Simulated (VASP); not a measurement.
Set up this calculation in VASP 6.6.1, as the native input.

* Task: single point
* Functional: PBE
* Potentials or basis: VASP PAW PBE potentials, release 64 (Al, H)
* Cutoff: 520 eV
* k mesh: 2 × 2 × 2
* Occupations: fermi-dirac, width 0.05 eV
* Spin: no spin polarisation
* Dipole correction: no
* Further INCAR settings: LREAL = Auto; ALGO = Normal; EDIFF = 1e-06; NBANDS = 70

The structure of Al32H (a cell with a defect) lies in POSCAR:

```
Al32H
1.0
    8.0997000000      0.0000000000      0.0000000000
    0.0000000000      8.0997000000      0.0000000000
    0.0000000000      0.0000000000      8.0997000000
Al H
32 1
Direct
    0.4999926954      0.0000062267     -0.0003891642
    0.7509143480      0.2508784957     -0.0009140867
    0.7503891691      0.0000059592      0.2500074053
    0.0000743331      0.0000862115     -0.0008056177
    0.2491154418      0.2508867713     -0.0008804982
    0.4999003469      0.4999356286     -0.0008026524
    0.7508613154      0.7491415384     -0.0008616343
    0.2496869036     -0.0000136230      0.2499841584
    0.5000141611      0.2503216979      0.2499856860
    0.7507978025      0.4999357830      0.2501033643
    0.5000159446     -0.0000138803      0.5003110362
    0.7508791564      0.2508856860      0.5008828412
    0.7508014523      0.0000868421      0.7499236055
    0.0000324672      0.4999718829      0.0046863148
    0.2491193767      0.7490841421     -0.0009152250
    0.0000614768      0.2504846588      0.2501517794
    0.2495392620      0.4999475616      0.2501549891
    0.4999945727      0.7496122974      0.2500058120
    0.0000603119      0.0001309614      0.5004601716
    0.2491963565      0.2508029992      0.5008035266
    0.4998487258      0.4999477310      0.5004564077
    0.7509155771      0.7490840391      0.5008806747
    0.2495346696      0.0001304161      0.7499376214
    0.4998524721      0.2504854916      0.7499366226
    0.7453295366      0.4999718814      0.7499664445
    0.0000732553      0.7492237377      0.2501070313
    0.0000369334      0.4999679187      0.4961848559
    0.2491223247      0.7491290925      0.5008770549
    0.0000364171      0.2461375952      0.7499624199
    0.2538228513      0.4999679986      0.7499619750
    0.4998960507      0.7492230556      0.7499245270
    0.0000325562      0.7545955089      0.7499663639
   -0.0058943638      0.5051029930      0.7560569893
```

One way to write it, as run:

INCAR

```
SYSTEM = Al32H
PREC     = Accurate       ! precision mode
ENCUT    = 520            ! plane-wave cutoff, eV
EDIFF    = 1E-6           ! SCF threshold, eV
ISMEAR   = -1             ! smearing method
SIGMA    = 0.05           ! smearing width, eV
LREAL    = Auto         
LASPH    = .TRUE.         ! aspherical terms in the spheres
NELM     = 80             ! most SCF steps
ALGO     = Normal         ! electronic algorithm
ISIF     = 2              ! what is computed and relaxed
LWAVE    = .FALSE.        ! write WAVECAR
LCHARG   = .TRUE.         ! write CHGCAR
GGA      = PE             ! functional
LELF     = .TRUE.         ! ELF
LVHAR    = .TRUE.       
NBANDS   = 70             ! bands
```

KPOINTS

```
Automatic mesh
0
G
  2 2 2
  0 0 0
```

Potentials or basis: VASP PAW PBE potentials, release 64 (Al, H).

Launch:

```console
$ cat potpaw_PBE.64/Al/POTCAR potpaw_PBE.64/H/POTCAR > POTCAR
$ mpirun -np 1 vasp_std > vasp.out
```

It gave:

```json
{
  "Pressure": "0.2 GPa",
  "Largest force": "0.041 eV/Å"
}
```

Caveat: the k points lie up to 0.39 Å⁻¹ apart.

Run time: 6.8 min on 1 thread of Intel Xeon 6975P-C (shared host), peak memory 0.56 GiB.
